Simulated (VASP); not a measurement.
# GdO (F-43m) in VASP: settings compared, part 2 of 2

VASP 6.6.1. Earlier steps stand in the parts before.

### 3 Single point, PBE+D3(BJ)+U, collinear spin, ferromagnetic start (volume scaled by 1.04)

INCAR reads:

```
SYSTEM = GdO
  PREC = Accurate
  ENCUT = 520
  EDIFF = 1E-6
  ISMEAR = 0
  SIGMA = 0.05
  LREAL = .False.
  LASPH = .True.
  NELM = 150
  ALGO = Normal
  ISIF = 2
  LWAVE = .False.
  LCHARG = .False.
  ISPIN = 2
  MAGMOM = 7.73 0.02
  LORBIT = 11
  LMAXMIX = 6
  LDAU = .True.
  LDAUTYPE = 2
  LDAUL = 3 -1
  LDAUU = 6 0
  LDAUJ = 0 0
  LDAUPRINT = 1
  GGA = PE
  IVDW = 12
  NBANDS = 23
```

KPOINTS reads:

```
Automatic mesh
0
Gamma
  8 8 8
  0 0 0
```

POSCAR reads:

```
GdO
1.0
    0.0000000000      2.7130486197      2.7130486197
    2.7130486197      0.0000000000      2.7130486197
    2.7130486197      2.7130486197      0.0000000000
Gd O
1 1
Direct
    0.0000000000      0.0000000000      0.0000000000
    0.2500000000      0.2500000000      0.2500000000
```

Potentials or basis: VASP PAW PBE potentials, release 64 (Gd, O).

Command:

```
$ cat potpaw_PBE.64/Gd/POTCAR potpaw_PBE.64/O/POTCAR > POTCAR
$ mpirun -np 1 vasp_std > vasp.out
```

OUTCAR:

```text
SYSTEM = GdO
   PREC = Accurate
   ENCUT = 520
   EDIFF = 1E-6
   ISMEAR = 0
   LREAL = .False.
   LASPH = .True.
   NELM = 150
   ISIF = 2
   ISPIN = 2
   LORBIT = 11
   GGA = PE
   IVDW = 12
 IVDW          = 12

 ion  position               nearest neighbor table
   1  0.000  0.000  0.000-   2 2.35   2 2.35   2 2.35   2 2.35
   2  0.250  0.250  0.250-   1 2.35   1 2.35   1 2.35   1 2.35

  LATTYP: Found a face centered cubic cell.
 ALAT       =     5.4260972394

  Lattice vectors:

 A1 = (   0.0000000000,   2.7130486197,   2.7130486197)
 A2 = (   2.7130486197,   0.0000000000,   2.7130486197)
 A3 = (   2.7130486197,   2.7130486197,   0.0000000000)

Analysis of symmetry for initial positions (statically):
=====================================================================
 Subroutine PRICEL returns:
 Original cell was already a primitive cell.

 Routine SETGRP: Setting up the symmetry group for a
 face centered cubic supercell.

 Subroutine GETGRP returns: Found 24 space group operations
 (whereof 24 operations were pure point group operations)
 out of a pool of 48 trial point group operations.

The static configuration has the point symmetry T_d .

Analysis of symmetry for dynamics (positions and initial velocities):
=====================================================================
 Subroutine PRICEL returns:
 Original cell was already a primitive cell.

 Routine SETGRP: Setting up the symmetry group for a
[... 201 lines left out ...]
  o =  0.9920  v = -0.0000  0.0000  0.0000  0.0000 -0.0375 -0.9989 -0.0290  0.0000  0.0000  0.0000  0.0000  0.0000  0.0000  0.0000      0.0000  0.0000  0.0000  0.0000  0.0000  0.0000  0.0000  0.0000  0.0000  0.0000  0.0000  0.0000  0.0000  0.0000
  o =  0.9983  v =  0.0000 -1.0000 -0.0000  0.0000 -0.0000 -0.0000 -0.0000  0.0000  0.0000  0.0000  0.0000  0.0000  0.0000  0.0000      0.0000  0.0000  0.0000  0.0000  0.0000  0.0000  0.0000  0.0000  0.0000  0.0000  0.0000  0.0000  0.0000  0.0000

 number of electron      23.9999991 magnetization       7.9413851

 Free energy of the ion-electron system (eV)
  ---------------------------------------------------
  ext. energy  EPLUGINS =         0.00000000
  ---------------------------------------------------
  free energy    TOTEN  =       -21.69210601 eV

  energy without entropy =      -21.69109462  energy(sigma->0) =      -21.69160032

 E-fermi :   3.9772     XC(G=0): -10.0173

 val. band max:        3.9542706104   @ k =   0.3750   0.1250   0.0000
 cond. band min:       3.9778651286   @ k =   0.3750   0.0000   0.0000
 fundamental gap:      0.0235945182
 Fermi energy:         3.9771601312

 spin component 1

 k-point     1 :       0.0000    0.0000    0.0000
  band No.  band energies     occupation
      1     -41.9805      1.00000
      2     -19.1673      1.00000
      3     -19.1673      1.00000
      4     -19.1673      1.00000
      5     -15.3606      1.00000
      6      -4.5510      1.00000
[... 1241 lines left out ...]
     22      12.9134      0.00000
     23      16.5387      0.00000

 [... further k-points ...]

------------------------ aborting loop because EDIFF is reached ----------------------------------------

 Edisp (eV)   -0.53818

 E8    (eV) :    -0.2568

  FORCE on cell =-STRESS in cart. coord.  units (eV):
  Direction    XX          YY          ZZ          XY          YZ          ZX
  --------------------------------------------------------------------------------------
  -------------------------------------------------------------------------------------
  Total      -0.93962    -0.93962    -0.93962    -0.00000     0.00000     0.00000
  in kB     -37.69305   -37.69305   -37.69305    -0.00000     0.00000     0.00000
  external pressure =      -37.69 kB  Pullay stress =        0.00 kB

 VOLUME and BASIS-vectors are now :
 -----------------------------------------------------------------------------
  energy-cutoff  :      520.00
  volume of cell :       39.94
      direct lattice vectors                 reciprocal lattice vectors
     0.000000000  2.713048620  2.713048620    -0.184294523  0.184294523  0.184294523
     2.713048620  0.000000000  2.713048620     0.184294523 -0.184294523  0.184294523
     2.713048620  2.713048620  0.000000000     0.184294523  0.184294523 -0.184294523

 POSITION                                       TOTAL-FORCE (eV/Angst)
 -----------------------------------------------------------------------------------
      0.00000      0.00000      0.00000        -0.000000     -0.000000     -0.000000
      1.35652      1.35652      1.35652         0.000000      0.000000      0.000000
 -----------------------------------------------------------------------------------
    total drift:                               -0.000000     -0.000000     -0.000000

  FREE ENERGIE OF THE ION-ELECTRON SYSTEM (eV)
  ---------------------------------------------------
  free  energy   TOTEN  =       -22.2302878327 eV

  energy  without entropy=      -22.2292764414  energy(sigma->0) =      -22.22978214

 total charge

# of ion       s       p       d       f       tot
--------------------------------------------------
    1        2.034   5.640   0.505   6.972  15.150
    2        1.567   3.430   0.000   0.000   4.997
--------------------------------------------------
tot          3.600   9.070   0.505   6.972  20.147

 magnetization (x)

# of ion       s       p       d       f       tot
--------------------------------------------------
    1        0.006  -0.058   0.205   6.916   7.068
    2        0.005   0.004   0.000   0.000   0.009
--------------------------------------------------
tot          0.011  -0.054   0.205   6.916   7.077
```

OSZICAR:

```text
N       E                     dE             d eps       ncg     rms          rms(c)
DAV:   1     0.166771181756E+03    0.16677E+03   -0.87677E+03  3812   0.547E+03
DAV:   2     0.347796620946E+01   -0.16329E+03   -0.13877E+03  3802   0.511E+02
DAV:   3    -0.167737434768E+02   -0.20252E+02   -0.19911E+02  3947   0.121E+02
DAV:   4    -0.188647328686E+02   -0.20910E+01   -0.20759E+01  4947   0.267E+01
DAV:   5    -0.189357731138E+02   -0.71040E-01   -0.71003E-01  4189   0.617E+00    0.398E+01
DAV:   6    -0.217319694878E+02   -0.27962E+01   -0.18968E+01  4296   0.141E+02    0.778E+01
DAV:   7    -0.216601564266E+02    0.71813E-01   -0.28050E+00  4259   0.165E+01    0.553E+01
DAV:   8    -0.216057628420E+02    0.54394E-01   -0.62562E-01  5049   0.156E+01    0.286E+01
DAV:   9    -0.216609967093E+02   -0.55234E-01   -0.30208E-01  4073   0.124E+01    0.905E+00
DAV:  10    -0.216912401140E+02   -0.30243E-01   -0.47778E-02  4321   0.474E+00    0.234E+00
DAV:  11    -0.216914459217E+02   -0.20581E-03   -0.11804E-02  4779   0.129E+00    0.152E+00
DAV:  12    -0.216921425020E+02   -0.69658E-03   -0.22562E-03  4140   0.563E-01    0.108E+00
DAV:  13    -0.216920442551E+02    0.98247E-04   -0.78881E-04  4836   0.562E-01    0.144E-01
DAV:  14    -0.216920753442E+02   -0.31089E-04   -0.92347E-05  3878   0.665E-02    0.753E-02
DAV:  15    -0.216921019781E+02   -0.26634E-04   -0.16645E-05  4108   0.834E-02    0.283E-02
DAV:  16    -0.216921055199E+02   -0.35417E-05   -0.36253E-06  3514   0.206E-02    0.126E-02
DAV:  17    -0.216921060119E+02   -0.49199E-06   -0.50584E-07  2824   0.123E-02
   1 F= -.22230288E+02 E0= -.22229782E+02  d E =-.101139E-02  mag=     7.9414
```

stdout:

```text
POSCAR found type information on POSCAR GdO
 POSCAR found :  2 types and       2 ions
 scaLAPACK will be used
 LDA part: xc-table for (Slater+PW92), standard interpolation
 POSCAR, INCAR and KPOINTS ok, starting setup
 FFT: planning ... GRIDC
 FFT: planning ... GRID_SOFT
 FFT: planning ... GRID
 WAVECAR not read
 entering main loop
```

It took 3.4 min on 1 thread of AMD EPYC 7R13, shared host; peak memory 0.2 GiB.

Results:

* Free energy: -22.2303 eV
* Pressure: -3.8 GPa
* Net moment: 7.94 μB per cell
* Site moments: Gd +7.07; O +0.01 μB
* Valence electrons inside the program's atomic spheres: Gd 15.15; O 5.00
* Dispersion energy per atom: -0.269 eV

Levels at points of the mesh, in eV from the Fermi level:
Spin up:
```csv
k point,band 12,band 13,band 14,band 15,band 16,band 17,band 18,band 19,band 20,band 21
"(0.00, 0.00, 0.00)",-8.41,-5.52,-5.52,-5.52,-2.43,2.43,2.43,4.29,4.29,4.29
"(0.50, 0.00, 0.00)",-8.40,-5.35,-5.13,-5.13,0.04,2.30,2.30,2.83,4.37,4.37
"(0.50, 0.50, 0.00)",-8.42,-6.10,-4.43,-4.43,-1.01,0.94,3.94,4.38,4.38,6.98
```
Spin down:
```csv
k point,band 5,band 6,band 7,band 8,band 9,band 10,band 11,band 12
"(0.00, 0.00, 0.00)",-19.22,-5.37,-5.37,-5.37,-1.05,2.69,2.69,2.69
"(0.50, 0.00, 0.00)",-18.10,-4.99,-4.99,-4.99,1.42,2.38,2.59,2.59
"(0.50, 0.50, 0.00)",-17.79,-5.91,-4.31,-4.31,0.96,1.43,2.75,2.81
```

Eigenvalues of the final occupation matrices:
```tsv
site	spin	trace	eigenvalues
site 1 f	1	6.95	0.99 0.99 0.99 0.99 0.99 0.99 1.00
site 1 f	2	0.03	0.00 0.00 0.00 0.00 0.00 0.00 0.01
```

Caveat: the cell differs from its parent crystal (volume scaled by 1.04); spin-orbit coupling is left out, which moves the levels of the heavy elements; a cell with one magnetic atom can't hold antiferromagnetic order, which such compounds often take; pairwise dispersion overbinds metals, which lowers pressure and volume.

### 4 Single point, PBE+D3(BJ)+U, collinear spin, ferromagnetic start

This run uses another cell than the first one, of 19.20 Å³/atom, 0.960 times its volume.

INCAR reads:

```
SYSTEM = GdO
ALGO     = Normal         ! electronic algorithm
EDIFF    = 1E-7           ! SCF threshold, eV
ENCUT    = 520            ! plane-wave cutoff, eV
GGA      = PE             ! functional
ISIF     = 2              ! what is computed and relaxed
ISMEAR   = 0              ! smearing method
ISPIN    = 2              ! spin polarisation
IVDW     = 12             ! dispersion correction
LASPH    = .TRUE.         ! aspherical terms in the spheres
LCHARG   = .TRUE.         ! write CHGCAR
LDAU     = .TRUE.         ! DFT+U
LDAUJ    = 0 0          
LDAUL    = 3 -1           ! shell
LDAUPRINT= 1            
LDAUTYPE = 2            
LDAUU    = 6 0            ! U, eV
LELF     = .TRUE.         ! ELF
LMAXMIX  = 6              ! l up to which the mixer works
LORBIT   = 11             ! projections on sites
LREAL    = .FALSE.        ! projectors in reciprocal space
LVHAR    = .TRUE.       
LWAVE    = .FALSE.        ! write WAVECAR
MAGMOM   = 7.71 0.02      ! initial moments
NBANDS   = 23             ! bands
NELM     = 150            ! most SCF steps
PREC     = Accurate       ! precision mode
SIGMA    = 0.05           ! smearing width, eV
```

KPOINTS reads:

```
k-points
0
G
  8 8 8
  0 0 0
```

POSCAR reads:

```
GdO
1.0
    0.0000000000      2.6778102335      2.6778102335
    2.6778102335      0.0000000000      2.6778102335
    2.6778102335      2.6778102335      0.0000000000
Gd O
1 1
Direct
    0.0000000000      0.0000000000      0.0000000000
    0.2500000000      0.2500000000      0.2500000000
```

Potentials or basis: VASP PAW PBE potentials, release 64 (Gd, O).

Command:

```
$ cat potpaw_PBE.64/Gd/POTCAR potpaw_PBE.64/O/POTCAR > POTCAR
$ mpirun -np 1 vasp_std > vasp.out
```

OUTCAR:

```text
SYSTEM = GdO
   EDIFF = 1E-7
   ENCUT = 520
   GGA = PE
   ISIF = 2
   ISMEAR = 0
   ISPIN = 2
   IVDW = 12
   LASPH = .TRUE.
   LORBIT = 11
   LREAL = .FALSE.
   NELM = 150
   PREC = Accurate
 IVDW          = 12

 ion  position               nearest neighbor table
   1  0.000  0.000  0.000-   2 2.32   2 2.32   2 2.32   2 2.32
   2  0.250  0.250  0.250-   1 2.32   1 2.32   1 2.32   1 2.32

  LATTYP: Found a face centered cubic cell.
 ALAT       =     5.3556204670

  Lattice vectors:

[... 1513 lines left out ...]

 VOLUME and BASIS-vectors are now :
 -----------------------------------------------------------------------------
  energy-cutoff  :      520.00
  volume of cell :       38.40
      direct lattice vectors                 reciprocal lattice vectors
     0.000000000  2.677810233  2.677810233    -0.186719729  0.186719729  0.186719729
     2.677810233  0.000000000  2.677810233     0.186719729 -0.186719729  0.186719729
     2.677810233  2.677810233  0.000000000     0.186719729  0.186719729 -0.186719729

 POSITION                                       TOTAL-FORCE (eV/Angst)
 -----------------------------------------------------------------------------------
      0.00000      0.00000      0.00000        -0.000000     -0.000000     -0.000000
      1.33891      1.33891      1.33891         0.000000      0.000000      0.000000
 -----------------------------------------------------------------------------------
    total drift:                                0.000000      0.000000     -0.000000

  FREE ENERGIE OF THE ION-ELECTRON SYSTEM (eV)
  ---------------------------------------------------
  free  energy   TOTEN  =       -22.2473139681 eV

  energy  without entropy=      -22.2463226629  energy(sigma->0) =      -22.24681832

 total charge

# of ion       s       p       d       f       tot
--------------------------------------------------
    1        2.036   5.646   0.525   6.975  15.181
    2        1.569   3.447   0.000   0.000   5.015
--------------------------------------------------
tot          3.604   9.092   0.525   6.975  20.196

 magnetization (x)

# of ion       s       p       d       f       tot
--------------------------------------------------
    1        0.006  -0.055   0.208   6.914   7.073
    2        0.005   0.003   0.000   0.000   0.008
--------------------------------------------------
tot          0.011  -0.053   0.208   6.914   7.080
```

OSZICAR:

```text
N       E                     dE             d eps       ncg     rms          rms(c)
DAV:   1     0.162514195978E+03    0.16251E+03   -0.86107E+03  3766   0.540E+03
DAV:   2     0.285326087695E+01   -0.15966E+03   -0.13697E+03  3722   0.497E+02
DAV:   3    -0.165095321060E+02   -0.19363E+02   -0.19012E+02  3966   0.118E+02
DAV:   4    -0.188599862667E+02   -0.23505E+01   -0.23392E+01  4923   0.262E+01
DAV:   5    -0.189163351301E+02   -0.56349E-01   -0.56317E-01  4161   0.576E+00    0.414E+01
DAV:   6    -0.217024004398E+02   -0.27861E+01   -0.19067E+01  4233   0.144E+02    0.784E+01
DAV:   7    -0.216457684517E+02    0.56632E-01   -0.27547E+00  4295   0.168E+01    0.560E+01
DAV:   8    -0.216084358648E+02    0.37333E-01   -0.62870E-01  5025   0.170E+01    0.287E+01
DAV:   9    -0.216538133506E+02   -0.45377E-01   -0.30693E-01  3898   0.133E+01    0.954E+00
DAV:  10    -0.216859033264E+02   -0.32090E-01   -0.52254E-02  4438   0.570E+00    0.252E+00
DAV:  11    -0.216862854515E+02   -0.38213E-03   -0.11688E-02  4643   0.129E+00    0.160E+00
DAV:  12    -0.216869806488E+02   -0.69520E-03   -0.25513E-03  4167   0.618E-01    0.101E+00
DAV:  13    -0.216868363345E+02    0.14431E-03   -0.84710E-04  4861   0.590E-01    0.158E-01
DAV:  14    -0.216868632630E+02   -0.26929E-04   -0.10026E-04  3901   0.672E-02    0.732E-02
DAV:  15    -0.216868877115E+02   -0.24449E-04   -0.15303E-05  4344   0.860E-02    0.335E-02
DAV:  16    -0.216868926569E+02   -0.49454E-05   -0.44370E-06  4050   0.243E-02    0.126E-02
DAV:  17    -0.216868932454E+02   -0.58850E-06   -0.10658E-06  4317   0.145E-02    0.144E-02
DAV:  18    -0.216868932667E+02   -0.21268E-07   -0.85128E-08  3065   0.448E-03
   1 F= -.22247314E+02 E0= -.22246818E+02  d E =-.991305E-03  mag=     7.9414
```

Run time: 68 s. Hardware: 1 thread of Intel Xeon 6975P-C, shared host; peak memory 0.22 GiB.

What came out:

* Free energy: -22.2473 eV
* Pressure: 0.0 GPa
* Net moment: 7.94 μB per cell
* Site moments: Gd +7.07; O +0.01 μB
* Valence electrons inside the program's atomic spheres: Gd 15.18; O 5.01
* Dispersion energy per atom: -0.280 eV

Levels at points of the mesh, in eV from the Fermi level:
Spin up:
| k point | band 13 | band 14 | band 15 | band 16 | band 17 | band 18 | band 19 | band 20 |
| --- | --- | --- | --- | --- | --- | --- | --- | --- |
| (0.00, 0.00, 0.00) | -5.73 | -5.73 | -5.73 | -2.45 | 2.49 | 2.49 | 4.44 | 4.44 |
| (0.50, 0.00, 0.00) | -5.47 | -5.31 | -5.31 | 0.03 | 2.36 | 2.36 | 2.91 | 4.54 |
| (0.50, 0.50, 0.00) | -6.31 | -4.54 | -4.54 | -1.05 | 0.93 | 4.09 | 4.55 | 4.55 |
Spin down:
| k point | band 5 | band 6 | band 7 | band 8 | band 9 | band 10 | band 11 | band 12 |
| --- | --- | --- | --- | --- | --- | --- | --- | --- |
| (0.00, 0.00, 0.00) | -19.42 | -5.59 | -5.59 | -5.59 | -1.06 | 2.76 | 2.76 | 2.76 |
| (0.50, 0.00, 0.00) | -18.13 | -5.18 | -5.18 | -5.11 | 1.41 | 2.42 | 2.65 | 2.65 |
| (0.50, 0.50, 0.00) | -17.77 | -6.14 | -4.43 | -4.43 | 0.94 | 1.41 | 2.83 | 2.89 |

Eigenvalues of the final occupation matrices:
| site | spin | trace | eigenvalues |
| --- | --- | --- | --- |
| site 1 f | 1 | 6.95 | 0.99 0.99 0.99 0.99 0.99 0.99 1.00 |
| site 1 f | 2 | 0.03 | 0.00 0.00 0.00 0.00 0.00 0.00 0.01 |

Caveat: spin-orbit coupling is left out, which moves the levels of the heavy elements; a cell with one magnetic atom can't hold antiferromagnetic order, which such compounds often take; pairwise dispersion overbinds metals, which lowers pressure and volume.

### 5 Overview

| level | cell | gap on the mesh (eV) | pressure (GPa) | moment (μB) |
| --- | --- | --- | --- | --- |
| PBE+D4+U | a = 3.838 Å, angles 60.0°, 2 atoms | none | -3.7 | 7.94 |
| PBE+D3(BJ)+U | a = 3.837 Å, angles 60.0°, 2 atoms | none | -3.8 | 7.94 |
| PBE+D3(BJ)+U | a = 3.787 Å, angles 60.0°, 2 atoms | none | 0.0 | 7.94 |

Alike in all rows: task single point; potentials or basis VASP PAW PBE potentials, release 64 (Gd, O); spin collinear, ferromagnetic start; Gd f U = 6.0 eV; k mesh 8 × 8 × 8; cutoff (eV) 520; smearing gaussian 0.05 eV.

Caveats: spin-orbit coupling is left out, which moves the levels of the heavy elements; a cell with one magnetic atom can't hold antiferromagnetic order, which such compounds often take; pairwise dispersion overbinds metals, which lowers pressure and volume.

Absolute energies hang on the potentials; compare differences alone.
